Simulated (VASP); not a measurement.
TiO2:

```
CELL_PARAMETERS angstrom
6.15358 -1.88347 0.00000
6.15358 1.88347 0.00000
-1.92833 0.00000 6.32897
ATOMIC_POSITIONS crystal
Ti 0.90007 0.90007 0.28960
Ti 0.19529 0.19529 0.28376
Ti 0.09993 0.09993 0.71040
Ti 0.80471 0.80471 0.71624
O 0.36193 0.36193 0.29340
O 0.26349 0.26349 0.65250
O 0.86719 0.86719 0.99529
O 0.73651 0.73651 0.34750
O 0.94165 0.94165 0.63002
O 0.13281 0.13281 0.00471
O 0.63807 0.63807 0.70660
O 0.05835 0.05835 0.36998
```

Base run:

| Property | Result |
| --- | --- |
| Program | VASP 6.6.1 |
| Functional | PBEsol |
| Potentials or basis | VASP PAW PBE potentials, release 64 (Ti_sv, O) |
| Cutoff | 520 eV |
| k mesh | 8 × 8 × 4 |
| Occupations | fermi-dirac, width 0.05 eV |
| Spin | no spin polarisation |

Its results: band gap on the k mesh 2.70 eV (least direct gap 2.87 eV); pressure -6.1 GPa; largest force 0.125 eV/Å.

Q: After a change of settings the same cell gave: band gap on the k mesh 2.71 eV (least direct gap 2.88 eV); pressure 4.2 GPa; largest force 0.125 eV/Å. Which change was it?
A. functional from PBEsol to PBE; k mesh from 8 × 8 × 4 to 6 × 6 × 3
B. functional from PBEsol to SVWN5
C. functional from PBEsol to BLYP
D. functional from PBEsol to revPBE

A: C.

BLYP binds less tightly than PBEsol, so the same cell stands under more pressure.

Caveats: the PAW data sets were made with another functional, which shifts forces and pressure a little; the cell stands under tension (at least some runs); the cell stands under pressure (at least some runs).
